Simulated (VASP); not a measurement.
Crystal: GdRe.

```
Gd Re
1.0
     3.47536    0.00000    0.00000
     0.00000    3.47536    0.00000
     0.00000    0.00000    3.47536
Gd Re
1 1
Direct
  0.00000 0.00000 0.00000
  0.50000 0.50000 0.50000
```

Base run:

| Quantity | Value |
| --- | --- |
| Program | VASP 6.6.1 |
| Functional | PBE |
| Potentials or basis | VASP PAW PBE potentials, release 64 (Gd, Re) |
| Cutoff | 520 eV |
| k mesh | 8 × 8 × 8 |
| Occupations | gaussian, width 0.05 eV |
| Spin | no spin polarisation |
| Hubbard terms | Gd f U = 6.0 eV |

Its results: pressure -1.9 GPa.

**Question.** The run is repeated on the same cell with these changes: spin from no spin polarisation to collinear spin, ferrimagnetic start; further incar settings from ALGO = Normal; EDIFF = 1e-06; NBANDS = 20 to ALGO = Normal; EDIFF = 1e-07; NBANDS = 24. What comes out?

**Answer.** Pressure 0.1 GPa; net moment 7.12 μB per cell; site moments Gd +6.92; Re -0.14 μB.

Caveats: U without spin polarisation on a metal has little footing (some runs).
